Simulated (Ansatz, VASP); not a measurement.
One calculation of Sc, two programs

```
Sc
1.0
     5.12274    0.00000    0.00000
    -2.56137    4.43643    0.00000
     0.00000    0.00000    3.23227
Sc
3
Direct
  0.00000 0.00000 0.00000
  0.33333 0.66667 0.50000
  0.66667 0.33333 0.50000
```

Alike in both runs: task single point; functional PBE; k mesh 8 × 8 × 11; occupations fermi-dirac, width 0.05 eV; no spin polarisation.

```csv
,VASP,Ansatz
version,VASP 6.6.1,Ansatz 0.2.0
potentials or method,"VASP PAW PBE potentials, release 64 (Sc_sv), cutoff 520 eV","all-electron LAPW, scalar-relativistic"
```

|  | VASP | Ansatz | Ansatz less VASP |
| --- | --- | --- | --- |
| pressure (GPa) | 0.0 | 0.0 | -0.03 |

Ansatz ran all-electron here, and VASP with PAW potentials.
